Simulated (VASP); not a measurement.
# SiC (P6_3mc) in VASP: further runs

SiC is run at these levels: PBEsol; tasks: single point.

All numbers are computed with VASP 6.6.1; they aren't measurements. Logs are shortened: lines on timing, memory, paths and dates and some standing lists are left out, and cuts for length are marked.

### 1 The cell of the first run

The structure is hexagonal, space group P6_3mc (No. 186). Conventional cell: a = 3.078 Å, b = 3.078 Å, c = 10.076 Å, α = 90.00°, β = 90.00°, γ = 120.00°. Si (site symmetry 3m) has 4 C at 1.88 to 1.89 Å within 2.5 Å. Si (site symmetry 3m) has 4 C at 1.89 Å within 2.5 Å. Within 2.5 Å of C (site symmetry 3m) lie 4 Si at 1.89 Å. Within 2.5 Å of C (site symmetry 3m) lie 4 Si at 1.88 to 1.89 Å.

### 2 Single point, PBEsol

The input, INCAR:

```
ALGO = Normal
EDIFF = 1E-6
ENCUT = 700
GGA = PS
GGA_COMPAT = F
ISIF = 2
ISMEAR = -1
ISYM = -1
LASPH = T
LCHARG = T
LELF = T
LREAL = Auto
LVHAR = T
LWAVE = F
NBANDS = 246
NELM = 120
PREC = Accurate
SIGMA = 0.05
```

The input, KPOINTS:

```
explicit points
1
Reciprocal
  0.25000000   0.25000000   0.25000000 1
```

The input, POSCAR:

```
SiC
1.0
    9.2342040000      0.0000000000      0.0000000000
    0.0000000000     10.6627400000      0.0000000000
    0.0000000000      0.0000000000     10.0759470000
Si C
48 48
Direct
    0.0000000000      0.0000000000      0.4998400000
    0.3333330000      0.0000000000      0.4998400000
    0.1666670000      0.2500000000      0.4998400000
    0.0000000000      0.5000000000      0.4998400000
    0.6666670000      0.0000000000      0.4998400000
    0.5000000000      0.2500000000      0.4998400000
    0.3333330000      0.5000000000      0.4998400000
    0.1666670000      0.7500000000      0.4998400000
    0.8333330000      0.2500000000      0.4998400000
    0.6666670000      0.5000000000      0.4998400000
    0.5000000000      0.7500000000      0.4998400000
    0.8333330000      0.7500000000      0.4998400000
    0.0000000000      0.1666670000      0.2499120000
    0.3333330000      0.1666670000      0.2499120000
    0.1666670000      0.4166670000      0.2499120000
    0.0000000000      0.6666670000      0.2499120000
    0.6666670000      0.1666670000      0.2499120000
    0.5000000000      0.4166670000      0.2499120000
    0.3333330000      0.6666670000      0.2499120000
    0.1666670000      0.9166670000      0.2499120000
    0.8333330000      0.4166670000      0.2499120000
    0.6666670000      0.6666670000      0.2499120000
    0.5000000000      0.9166670000      0.2499120000
    0.8333330000      0.9166670000      0.2499120000
    0.1666670000      0.0833330000      0.7499120000
    0.0000000000      0.3333330000      0.7499120000
    0.5000000000      0.0833330000      0.7499120000
    0.3333330000      0.3333330000      0.7499120000
    0.1666670000      0.5833330000      0.7499120000
    0.0000000000      0.8333330000      0.7499120000
    0.8333330000      0.0833330000      0.7499120000
    0.6666670000      0.3333330000      0.7499120000
    0.5000000000      0.5833330000      0.7499120000
    0.3333330000      0.8333330000      0.7499120000
    0.8333330000      0.5833330000      0.7499120000
    0.6666670000      0.8333330000      0.7499120000
    0.0000000000      0.0000000000      0.9998400000
    0.3333330000      0.0000000000      0.9998400000
    0.1666670000      0.2500000000      0.9998400000
    0.0000000000      0.5000000000      0.9998400000
    0.6666670000      0.0000000000      0.9998400000
    0.5000000000      0.2500000000      0.9998400000
    0.3333330000      0.5000000000      0.9998400000
    0.1666670000      0.7500000000      0.9998400000
    0.8333330000      0.2500000000      0.9998400000
    0.6666670000      0.5000000000      0.9998400000
    0.5000000000      0.7500000000      0.9998400000
    0.8333330000      0.7500000000      0.9998400000
    0.0000000000      0.0000000000      0.1873030000
    0.3333330000      0.0000000000      0.1873030000
    0.1666670000      0.2500000000      0.1873030000
    0.0000000000      0.5000000000      0.1873030000
    0.6666670000      0.0000000000      0.1873030000
    0.5000000000      0.2500000000      0.1873030000
    0.3333330000      0.5000000000      0.1873030000
    0.1666670000      0.7500000000      0.1873030000
    0.8333330000      0.2500000000      0.1873030000
    0.6666670000      0.5000000000      0.1873030000
    0.5000000000      0.7500000000      0.1873030000
    0.8333330000      0.7500000000      0.1873030000
    0.0000000000      0.0000000000      0.6873030000
    0.3333330000      0.0000000000      0.6873030000
    0.1666670000      0.2500000000      0.6873030000
    0.0000000000      0.5000000000      0.6873030000
    0.6666670000      0.0000000000      0.6873030000
    0.5000000000      0.2500000000      0.6873030000
    0.3333330000      0.5000000000      0.6873030000
    0.1666670000      0.7500000000      0.6873030000
    0.8333330000      0.2500000000      0.6873030000
    0.6666670000      0.5000000000      0.6873030000
    0.5000000000      0.7500000000      0.6873030000
    0.8333330000      0.7500000000      0.6873030000
    0.0000000000      0.1666670000      0.4379450000
    0.3333330000      0.1666670000      0.4379450000
    0.1666670000      0.4166670000      0.4379450000
    0.0000000000      0.6666670000      0.4379450000
    0.6666670000      0.1666670000      0.4379450000
    0.5000000000      0.4166670000      0.4379450000
    0.3333330000      0.6666670000      0.4379450000
    0.1666670000      0.9166670000      0.4379450000
    0.8333330000      0.4166670000      0.4379450000
    0.6666670000      0.6666670000      0.4379450000
    0.5000000000      0.9166670000      0.4379450000
    0.8333330000      0.9166670000      0.4379450000
    0.1666670000      0.0833330000      0.9379450000
    0.0000000000      0.3333330000      0.9379450000
    0.5000000000      0.0833330000      0.9379450000
    0.3333330000      0.3333330000      0.9379450000
    0.1666670000      0.5833330000      0.9379450000
    0.0000000000      0.8333330000      0.9379450000
    0.8333330000      0.0833330000      0.9379450000
    0.6666670000      0.3333330000      0.9379450000
    0.5000000000      0.5833330000      0.9379450000
    0.3333330000      0.8333330000      0.9379450000
    0.8333330000      0.5833330000      0.9379450000
    0.6666670000      0.8333330000      0.9379450000
```

Potentials or basis: VASP PAW PBE potentials, release 64 (Si, C).

Started as:

```bash
cat potpaw_PBE.64/Si/POTCAR potpaw_PBE.64/C/POTCAR > POTCAR
mpirun -np 1 vasp_std > vasp.out
```

OUTCAR:

```text
EDIFF = 1E-6
   ENCUT = 700
   GGA = PS
   ISIF = 2
   ISMEAR = -1
   ISYM = -1
   LASPH = T
   LREAL = Auto
   NELM = 120
   PREC = Accurate

 ion  position               nearest neighbor table
   1  0.000  0.000  0.500-  80 1.88  84 1.88  73 1.88  61 1.89   2 3.08   5 3.08   3 3.08   8 3.08
                             9 3.08  12 3.08  20 3.08  24 3.08  13 3.08  25 3.08  31 3.08  30 3.08
   2  0.333  0.000  0.500-  80 1.88  83 1.88  74 1.88  62 1.89   3 3.08   8 3.08   1 3.08   6 3.08
                            11 3.08   5 3.08  20 3.08  23 3.08  14 3.08  25 3.08  27 3.08  34 3.08
   3  0.167  0.250  0.500-  74 1.88  73 1.88  75 1.88  63 1.89   2 3.08   7 3.08   6 3.08   1 3.08
                             4 3.08   9 3.08  14 3.08  13 3.08  15 3.08  28 3.08  26 3.08  25 3.08
   4  0.000  0.500  0.500-  75 1.88  81 1.88  76 1.88  64 1.89   7 3.08  10 3.08   8 3.08   9 3.08
                             3 3.08  12 3.08  15 3.08  21 3.08  16 3.08  29 3.08  35 3.08  26 3.08
   5  0.667  0.000  0.500-  84 1.88  83 1.88  77 1.88  65 1.89   9 3.08  12 3.08   1 3.08  11 3.08
                             6 3.08   2 3.08  24 3.08  23 3.08  17 3.08  31 3.08  27 3.08  36 3.08
   6  0.500  0.250  0.500-  74 1.88  77 1.88  78 1.88  66 1.89   3 3.08   9 3.08   5 3.08   7 3.08
                             2 3.08  10 3.08  14 3.08  17 3.08  18 3.08  28 3.08  32 3.08  27 3.08
   7  0.333  0.500  0.500-  75 1.88  78 1.88  79 1.88  67 1.89   3 3.08   8 3.08   4 3.08   6 3.08
                            11 3.08  10 3.08  15 3.08  18 3.08  19 3.08  29 3.08  33 3.08  28 3.08
   8  0.167  0.750  0.500-  79 1.88  76 1.88  80 1.88  68 1.89   2 3.08   7 3.08  11 3.08   1 3.08
                             4 3.08  12 3.08  19 3.08  16 3.08  20 3.08  34 3.08  30 3.08  29 3.08
   9  0.833  0.250  0.500-  77 1.88  73 1.88  81 1.88  69 1.89   5 3.08  10 3.08   6 3.08   4 3.08
[... 125 lines left out ...]
  95  0.833  0.583  0.938-  46 1.88  40 1.88  48 1.88  35 1.89
  96  0.667  0.833  0.938-  48 1.88  47 1.88  41 1.88  36 1.89

IMPORTANT INFORMATION: All symmetrisations will be switched off!
NOSYMM: (Re-)initialisation of all symmetry stuff for point group C_1.

----------------------------------------------------------------------------------------

                                     Primitive cell

  volume of cell :     992.0971

  direct lattice vectors                    reciprocal lattice vectors
     9.234204000  0.000000000  0.000000000     0.108293037  0.000000000  0.000000000
     0.000000000 10.662740000  0.000000000     0.000000000  0.093784524  0.000000000
     0.000000000  0.000000000 10.075947000     0.000000000  0.000000000  0.099246254

  length of vectors
     9.234204000 10.662740000 10.075947000     0.108293037  0.093784524  0.099246254

  position of ions in fractional coordinates (direct lattice)
     0.000000000  0.000000000  0.499840000
     0.333333000  0.000000000  0.499840000
[... 236 lines left out ...]
   EMIN   =  10.00;   EMAX   =-10.00  energy-range for DOS
   EFERMI =   0.00;   METHOD = LEGACY
   ISMEAR =    -1;   SIGMA  =   0.05  broadening in eV -4-tet -1-fermi 0-gaus
   EFERMI_NEDOS =   21; number of points for ismear=-14 and -15
   IALGO  =     38    algorithm
   IMIX   =      4    mixing-type and parameters
     AMIX     =   0.40;   BMIX     =  1.00
     AMIX_MAG =   1.60;   BMIX_MAG =  1.00
  volume/ion in A,a.u.               =      10.33        69.74
  Fermi-wavevector in a.u.,A,eV,Ry     =   1.193073  2.254582 19.366863  1.423424
  Thomas-Fermi vector in A             =   2.329097
   LORBIT       =      0    0 simple, 1 ext, 2 COOP (PROOUT), +10 PAW based schemes
   GGA     = PS    functional components
   LHFCALC =     F    Hartree Fock is set to
   AEXX    =    0.0000 exact exchange contribution
   IVDW    =     0    specifies the selected vdW correction
   LEPSILON=     F    determine dielectric tensor
   LRPA    =     F    only Hartree local field effects (RPA)
 non-spin polarized calculation
  energy-cutoff  :      700.00
  volume of cell :      992.10
 maximum number of plane-waves:     41718
 NGX is ok and might be reduce to    80
   NGX = 39   NGY = 47   NGZ = 43

 number of electron     384.0000001 magnetization

 Free energy of the ion-electron system (eV)
  ---------------------------------------------------
  ext. energy  EPLUGINS =         0.00000000
  ---------------------------------------------------
  free energy    TOTEN  =      -764.36824451 eV

  energy without entropy =     -764.36824451  energy(sigma->0) =     -764.36824451

 E-fermi :   9.2445     XC(G=0): -11.5070

 val. band max:        7.9830035684   @ k =   0.2500   0.2500   0.2500
 cond. band min:      10.6720784714   @ k =   0.2500   0.2500   0.2500
 fundamental gap:      2.6890749030
 Fermi energy:         9.2444920586

 k-point     1 :       0.2500    0.2500    0.2500
  band No.  band energies     occupation
      1      -7.1400      2.00000
      2      -6.6025      2.00000
      3      -6.5354      2.00000
      4      -6.4260      2.00000
      5      -6.0069      2.00000
      6      -5.9056      2.00000
[... 196 lines left out ...]
    203      11.8340      0.00000
    204      11.8759      0.00000
 [bands above 204 left out]

------------------------ aborting loop because EDIFF is reached ----------------------------------------

  FORCE on cell =-STRESS in cart. coord.  units (eV):
  Direction    XX          YY          ZZ          XY          YZ          ZX
  --------------------------------------------------------------------------------------
  -------------------------------------------------------------------------------------
  Total        0.5331326      1.3020545      1.0007476      2.1592838      0.1265385      1.6691423
  in kB        0.8609771      2.1027400      1.6161475      3.4871141      0.2043522      2.6955649
  external PRESSURE =       1.5266216 kB  Pullay stress =       0.0000000 kB

 VOLUME and BASIS-vectors are now :
 -----------------------------------------------------------------------------
  energy-cutoff  :      700.00
  volume of cell :      992.10
      direct lattice vectors                 reciprocal lattice vectors
     9.234204000  0.000000000  0.000000000     0.108293037  0.000000000  0.000000000
     0.000000000 10.662740000  0.000000000     0.000000000  0.093784524  0.000000000
     0.000000000  0.000000000 10.075947000     0.000000000  0.000000000  0.099246254

 POSITION                                       TOTAL-FORCE (eV/Angst)
 -----------------------------------------------------------------------------------
      0.00000      0.00000      5.03636         0.014116      0.002230     -0.004767
      3.07806      0.00000      5.03636         0.024907      0.003109     -0.005700
      1.53904      2.66568      5.03636         0.003333      0.003096     -0.005700
      0.00000      5.33137      5.03636         0.014116      0.002236     -0.004772
      6.15614      0.00000      5.03636         0.003331      0.003101     -0.005702
      4.61710      2.66568      5.03636         0.014116      0.002227     -0.004772
[... 88 lines left out ...]
      7.69517      6.21993      9.45068         0.000376     -0.000654     -0.010173
      6.15614      8.88561      9.45068         0.001091     -0.000653     -0.010172
 -----------------------------------------------------------------------------------
    total drift:                               -0.000042      0.000003      0.081630

  FREE ENERGIE OF THE ION-ELECTRON SYSTEM (eV)
  ---------------------------------------------------
  free  energy   TOTEN  =      -764.3682445090 eV

  energy  without entropy=     -764.3682445090  energy(sigma->0) =     -764.36824451
```

Run time: 18 min. Hardware: 1 thread of AMD EPYC 7R13 (Zen 3), shared host; peak memory 1.3 GiB.

Results:

```
Free energy            : -764.3682 eV
Pressure               : 0.2 GPa
Largest force          : 0.026 eV/Å
Band gap on the k mesh : 2.69 eV
```

Forces in eV/Å, atoms in the order of the input:
```
Si   0.014  0.002 -0.005
Si   0.025  0.003 -0.006
Si   0.003  0.003 -0.006
Si   0.014  0.002 -0.005
Si   0.003  0.003 -0.006
Si   0.014  0.002 -0.005
Si   0.025  0.003 -0.006
Si   0.003  0.003 -0.006
Si   0.025  0.003 -0.006
Si   0.003  0.003 -0.006
Si   0.014  0.002 -0.005
Si   0.025  0.003 -0.006
Si  -0.009  0.001  0.007
Si  -0.012  0.001  0.006
Si  -0.007  0.001  0.006
Si  -0.009  0.001  0.007
Si  -0.007  0.001  0.006
Si  -0.009  0.001  0.007
Si  -0.012  0.001  0.006
Si  -0.007  0.001  0.006
Si  -0.012  0.001  0.006
Si  -0.007  0.001  0.006
Si  -0.009  0.001  0.007
Si  -0.012  0.001  0.006
Si   0.011  0.006  0.006
Si   0.008  0.006  0.007
Si   0.008  0.006  0.007
Si   0.005  0.006  0.006
Si   0.011  0.006  0.006
Si   0.008  0.006  0.007
Si   0.005  0.006  0.006
Si   0.011  0.006  0.006
Si   0.008  0.006  0.007
Si   0.005  0.006  0.006
Si   0.005  0.006  0.006
Si   0.011  0.006  0.006
Si  -0.003  0.001  0.007
Si   0.008  0.000  0.006
Si  -0.014  0.000  0.006
Si  -0.003  0.001  0.007
Si  -0.014  0.000  0.006
Si  -0.003  0.001  0.007
Si   0.008  0.000  0.006
Si  -0.014  0.000  0.006
Si   0.008  0.000  0.006
Si  -0.014  0.000  0.006
Si  -0.003  0.001  0.007
Si   0.008  0.000  0.006
C    0.008  0.001 -0.007
C    0.007  0.001 -0.006
C    0.009  0.001 -0.006
C    0.008  0.001 -0.007
C    0.009  0.001 -0.006
C    0.008  0.001 -0.007
C    0.007  0.001 -0.006
C    0.009  0.001 -0.006
C    0.007  0.001 -0.006
C    0.009  0.001 -0.006
C    0.008  0.001 -0.007
C    0.007  0.001 -0.006
C   -0.015 -0.003  0.002
C   -0.016 -0.003  0.002
C   -0.014 -0.003  0.002
C   -0.015 -0.003  0.002
C   -0.014 -0.003  0.002
C   -0.015 -0.003  0.002
C   -0.016 -0.003  0.002
C   -0.014 -0.003  0.002
C   -0.016 -0.003  0.002
C   -0.014 -0.003  0.002
C   -0.015 -0.003  0.002
C   -0.016 -0.003  0.002
C   -0.004 -0.007  0.000
C   -0.005 -0.007  0.000
C   -0.004 -0.007  0.000
C   -0.004 -0.007  0.000
C   -0.004 -0.007  0.000
C   -0.004 -0.007  0.000
C   -0.005 -0.007  0.000
C   -0.004 -0.007  0.000
C   -0.005 -0.007  0.000
C   -0.004 -0.007  0.000
C   -0.004 -0.007  0.000
C   -0.005 -0.007  0.000
C    0.001 -0.001 -0.010
C    0.001 -0.001 -0.010
C    0.001 -0.001 -0.010
C    0.000 -0.001 -0.010
C    0.001 -0.001 -0.010
C    0.001 -0.001 -0.010
C    0.000 -0.001 -0.010
C    0.001 -0.001 -0.010
C    0.001 -0.001 -0.010
C    0.000 -0.001 -0.010
C    0.000 -0.001 -0.010
C    0.001 -0.001 -0.010
```

Levels at points of the mesh, in eV from the valence-band top:
```tsv
k point	band 188	band 189	band 190	band 191	band 192	band 193	band 194	band 195	band 196	band 197
(0.25, 0.25, 0.25)	-0.48	-0.45	-0.39	-0.20	0.00	2.69	2.82	2.94	3.01	3.17
```

Caveat: the PAW data sets were made with another functional, which shifts forces and pressure a little; a shifted mesh leaves out Γ, where band edges can lie.

### 3 Single point, PBEsol

The input, INCAR:

```
ALGO = Normal
EDIFF = 1E-6
ENCUT = 520
GGA = PS
ISIF = 2
ISMEAR = -1
ISYM = 0
LASPH = T
LCHARG = T
LELF = T
LREAL = Auto
LVHAR = T
LWAVE = F
NBANDS = 246
NELM = 60
PREC = Accurate
SIGMA = 0.05
```

The input, KPOINTS:

```
Automatic mesh
0
Gamma
  1 1 1
  0.25 0.25 0.25
```

POSCAR is that of step 2.

Potentials or basis: VASP PAW PBE potentials, release 64 (Si, C).

Started as:

```bash
cat potpaw_PBE.64/Si/POTCAR potpaw_PBE.64/C/POTCAR > POTCAR
mpirun -np 1 vasp_std > vasp.out
```

Run time: 51 min. Hardware: 1 thread of Intel Xeon 8259CL, shared host; peak memory 1.2 GiB.

The run converged. Its results:

```yaml
Free_energy: -764.1982 eV
Pressure: 0.3 GPa
Largest_force: 0.006 eV/Å
Band_gap_on_the_k_mesh: 2.69 eV
```

Forces in eV/Å, atoms in the order of the input:
```
Si   0.000  0.002  0.002
Si  -0.002  0.001  0.003
Si   0.002  0.001  0.003
Si   0.000  0.002  0.002
Si   0.002  0.001  0.003
Si   0.000  0.002  0.002
Si  -0.002  0.001  0.003
Si   0.002  0.001  0.003
Si  -0.002  0.001  0.003
Si   0.002  0.001  0.003
Si   0.000  0.002  0.002
Si  -0.002  0.001  0.003
Si   0.000 -0.001  0.004
Si   0.003 -0.001  0.005
Si  -0.003 -0.001  0.005
Si   0.000 -0.001  0.004
Si  -0.003 -0.001  0.005
Si   0.000 -0.001  0.004
Si   0.003 -0.001  0.005
Si  -0.003 -0.001  0.005
Si   0.003 -0.001  0.005
Si  -0.003 -0.001  0.005
Si   0.000 -0.001  0.004
Si   0.003 -0.001  0.005
Si  -0.003  0.001  0.005
Si   0.000  0.001  0.004
Si   0.000  0.001  0.004
Si   0.003  0.001  0.005
Si  -0.003  0.001  0.005
Si   0.000  0.001  0.004
Si   0.003  0.001  0.005
Si  -0.003  0.001  0.005
Si   0.000  0.001  0.004
Si   0.003  0.001  0.005
Si   0.003  0.001  0.005
Si  -0.003  0.001  0.005
Si   0.000 -0.002  0.002
Si  -0.002 -0.001  0.003
Si   0.002 -0.001  0.003
Si   0.000 -0.002  0.002
Si   0.002 -0.001  0.003
Si   0.000 -0.002  0.002
Si  -0.002 -0.001  0.003
Si   0.002 -0.001  0.003
Si  -0.002 -0.001  0.003
Si   0.002 -0.001  0.003
Si   0.000 -0.002  0.002
Si  -0.002 -0.001  0.003
C    0.000  0.001 -0.006
C    0.002  0.001 -0.002
C   -0.002  0.001 -0.002
C    0.000  0.001 -0.006
C   -0.002  0.001 -0.002
C    0.000  0.001 -0.006
C    0.002  0.001 -0.002
C   -0.002  0.001 -0.002
C    0.002  0.001 -0.002
C   -0.002  0.001 -0.002
C    0.000  0.001 -0.006
C    0.002  0.001 -0.002
C    0.000 -0.001 -0.006
C    0.002 -0.001 -0.002
C   -0.002 -0.001 -0.002
C    0.000 -0.001 -0.006
C   -0.002 -0.001 -0.002
C    0.000 -0.001 -0.006
C    0.002 -0.001 -0.002
C   -0.002 -0.001 -0.002
C    0.002 -0.001 -0.002
C   -0.002 -0.001 -0.002
C    0.000 -0.001 -0.006
C    0.002 -0.001 -0.002
C    0.000  0.002 -0.003
C    0.000 -0.003 -0.004
C    0.000 -0.003 -0.004
C    0.000  0.002 -0.003
C    0.000 -0.003 -0.004
C    0.000  0.002 -0.003
C    0.000 -0.003 -0.004
C    0.000 -0.003 -0.004
C    0.000 -0.003 -0.004
C    0.000 -0.003 -0.004
C    0.000  0.002 -0.003
C    0.000 -0.003 -0.004
C    0.000  0.003 -0.004
C    0.000 -0.002 -0.003
C    0.000 -0.002 -0.003
C    0.000  0.003 -0.004
C    0.000  0.003 -0.004
C    0.000 -0.002 -0.003
C    0.000  0.003 -0.004
C    0.000  0.003 -0.004
C    0.000 -0.002 -0.003
C    0.000  0.003 -0.004
C    0.000  0.003 -0.004
C    0.000  0.003 -0.004
```

Stress tensor (GPa, compression positive):
```
0.24 0.00 0.00
0.00 0.42 0.00
0.00 0.00 0.37
```

Levels at points of the mesh, in eV from the valence-band top:
| k point | band 190 | band 191 | band 192 | band 193 | band 194 | band 195 |
| --- | --- | --- | --- | --- | --- | --- |
| (0.25, 0.25, 0.25) | -0.39 | -0.20 | 0.00 | 2.69 | 2.82 | 2.94 |

Caveat: the PAW data sets were made with another functional, which shifts forces and pressure a little; a shifted mesh leaves out Γ, where band edges can lie. A k mesh can miss the band edges.
